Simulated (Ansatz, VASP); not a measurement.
One calculation of Mg, two programs

File POSCAR:

```
Mg
1.0
    3.0070362590      0.0000000000      0.0000000000
    0.0000000000      3.0070362590      0.0000000000
    0.0000000000      0.0000000000      3.0070362590
Mg
1
Direct
    0.5000000000      0.5000000000      0.5000000000
```

Contents of INCAR.step1:

```
SYSTEM = Mg
PREC = Accurate ; ENCUT = 600
ISMEAR = 0 ; SIGMA = 0.1
LREAL = .FALSE. ; LASPH = .TRUE.
NELM = 80 ; GGA = PE
ALGO = Normal ; EDIFF = 1E-4
LWAVE = .TRUE. ; LCHARG = .FALSE.
```

File INCAR.step2:

```
SYSTEM = Mg
PREC = Accurate ; ENCUT = 600
EDIFF = 1E-7 ; ISMEAR = 0
SIGMA = 0.1 ; LREAL = .FALSE.
LASPH = .TRUE. ; NELM = 80
ALGO = Normal ; ISIF = 3
LWAVE = .FALSE. ; LCHARG = .FALSE.
METAGGA = R2SCAN ; LMIXTAU = .TRUE.
IBRION = 2 ; NSW = 90
EDIFFG = -0.025 ; ISTART = 1
```

The input KPOINTS:

```
Automatic mesh
0
G
  12 12 12
  0 0 0
```

Input for Ansatz:

```yaml
crystal:
  lattice:
    - [3.007036259, 0.0, 0.0]
    - [0.0, 3.007036259, 0.0]
    - [0.0, 0.0, 3.007036259]
  atoms:
    - { symbol: Mg, position: [0.5, 0.5, 0.5] }
basis:
  ecutwfc: 500
kpoints:
  mp_grid: { grid: [12, 12, 12] }
hamiltonian:
  xc: r2scan
scf:
  occupations: { method: gaussian, width: 0.1 }
output:
  forces: true
  stress: true
  eigenvalues: true
relax:
  adjacent_minimum: "off"
  f_tol: 0.025
  max_steps: 70
  cell: { stress_tol: 0.12 }
```

Alike in both runs: task relaxation of cell and atoms; functional r2SCAN; k mesh 12 × 12 × 12; occupations gaussian, width 0.1 eV; no spin polarisation.

|  | VASP | Ansatz |
| --- | --- | --- |
| version | VASP 6.6.1 | Ansatz 0.2.0 |
| potentials or method | VASP PAW PBE potentials, release 64 (Mg), cutoff 600 eV | scalar-relativistic, plane waves, PAW |
| valence electrons in the cell | 2 | 10 |

```csv
,VASP,Ansatz,Ansatz less VASP
"gap on the k mesh at the Fermi level, each at its own relaxed structure (eV)",none,none,-
relaxed volume (Å³/atom),26.72,26.83,+0.115
relaxed cell length with the largest relative difference (Å),2.990,2.994,+0.0043
```

VASP's potentials were made for PBE, not for r2SCAN. A gap of «none» marks a metal or a gap that the smearing closes. VASP's potentials hold 2 valence electrons a cell and Ansatz's 10, so a difference there can come from the potentials and not from the codes.
